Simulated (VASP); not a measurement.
Write the native input for VASP 6.6.1 that does the following.

- Task: single point
- Functional: PBEsol
- Potentials or basis: VASP PAW PBE potentials, release 64 (Si, C)
- Cutoff: 600 eV
- k mesh: 10 × 10 × 10
- Occupations: fermi-dirac, width 0.05 eV
- Spin: no spin polarisation
- Dipole correction: no
- Further INCAR settings: ALGO = Normal; EDIFF = 1e-06; NBANDS = 11

The structure of SiC (Moissanite 3C) lies in POSCAR:

```
SiC
1.0
    0.0000000000      2.1782474651      2.1782474651
    2.1782474651      0.0000000000      2.1782474651
    2.1782474651      2.1782474651      0.0000000000
Si C
1 1
Direct
    0.0000000000      0.0000000000      0.0000000000
    0.7500000000      0.7500000000      0.7500000000
```

The input as run:

INCAR

```
SYSTEM = SiC
ALGO     = Normal         ! electronic algorithm
EDIFF    = 1E-6           ! SCF threshold, eV
ENCUT    = 600            ! plane-wave cutoff, eV
GGA      = PS             ! functional
GGA_COMPAT= .False.      
ISIF     = 2              ! what is computed and relaxed
ISMEAR   = -1             ! smearing method
LASPH    = .True.         ! aspherical terms in the spheres
LCHARG   = .False.        ! write CHGCAR
LREAL    = .False.        ! projectors in reciprocal space
LWAVE    = .False.        ! write WAVECAR
NBANDS   = 11             ! bands
NELM     = 120            ! most SCF steps
PREC     = Accurate       ! precision mode
SIGMA    = 0.05           ! smearing width, eV
```

KPOINTS

```
k-points
0
Gamma
  10 10 10
  0 0 0
```

Potentials or basis: VASP PAW PBE potentials, release 64 (Si, C).

Run with:

```bash
$ cat potpaw_PBE.64/Si/POTCAR potpaw_PBE.64/C/POTCAR > POTCAR
$ mpirun -np 1 vasp_std > vasp.out
```

Results of the run:

```yaml
Pressure: 0.3 GPa
Band_gap_on_the_k_mesh: 1.23 eV, indirect (least direct gap 4.44 eV)
```

Caveat: the PAW data sets were made with another functional, which shifts forces and pressure a little.

Run time: 16 s on 1 thread of Intel(R) Xeon(R) Platinum 8375C CPU @ 2.90GHz (Ice Lake) (shared host), peak memory 0.15 GiB.
